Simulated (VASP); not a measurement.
Wanted: the native input for a VASP 6.6.1 run.

* Task: single point
* Functional: r2SCAN
* Potentials or basis: VASP PAW PBE potentials, release 64 (K_sv, Br)
* Cutoff: 520 eV
* k mesh: 6 × 6 × 6
* Occupations: gaussian, width 0.05 eV
* Spin: no spin polarisation
* Dipole correction: no
* Further INCAR settings: ALGO = Normal; EDIFF = 1e-06; NBANDS = 15

Crystal: KBr.

```
K Br
1.0
     0.00000    3.02910    3.29250
     3.02910    0.00000    3.29250
     3.02910    3.02910    0.00000
K Br
1 1
Cartesian
  0.0000 0.0000 0.0000
  3.0291 3.0291 3.2925
```

This cell differs from its parent crystal: strain -0.080 along x and y, +0.000 along z.

The input as run:

POSCAR

```
KBr
1.0
    0.0000000000      3.0291000000      3.2925000000
    3.0291000000      0.0000000000      3.2925000000
    3.0291000000      3.0291000000      0.0000000000
K Br
1 1
Direct
    0.0000000000      0.0000000000      0.0000000000
    0.5000000000      0.5000000000      0.5000000000
```

INCAR.step1

```
ALGO = Normal
EDIFF = 1E-4
ENCUT = 520
GGA = PE
ISMEAR = 0
LASPH = T
LCHARG = F
LREAL = F
LWAVE = T
NBANDS = 15
NELM = 100
PREC = Accurate
SIGMA = 0.05
```

INCAR.step2

```
ALGO = Normal
EDIFF = 1E-6
ENCUT = 520
ISIF = 2
ISMEAR = 0
ISTART = 1
LASPH = T
LCHARG = T
LELF = T
LMIXTAU = T
LREAL = F
LVHAR = T
LWAVE = F
METAGGA = R2SCAN
NBANDS = 15
NELM = 100
PREC = Accurate
SIGMA = 0.05
```

KPOINTS

```
k-points
0
Gamma
  6 6 6
```

Potentials or basis: VASP PAW PBE potentials, release 64 (K_sv, Br).

Command:

```console
$ cat potpaw_PBE.64/K_sv/POTCAR potpaw_PBE.64/Br/POTCAR > POTCAR
$ cp INCAR.step1 INCAR
$ mpirun -np 1 vasp_std > vasp.out
$ cp INCAR.step2 INCAR
$ mpirun -np 1 vasp_std > vasp.out
```

Results of the run:

- Pressure: 5.0 GPa
- Band gap on the k mesh: 5.53 eV, direct

Caveat: the cell differs from its parent crystal (strain -0.080 along x and y, +0.000 along z); the PAW data sets were made with another functional, which shifts forces and pressure a little.

Wall time 44 s on 1 thread of Intel(R) Xeon(R) 6975P-C (Granite Rapids) (shared host), peak memory 0.21 GiB.
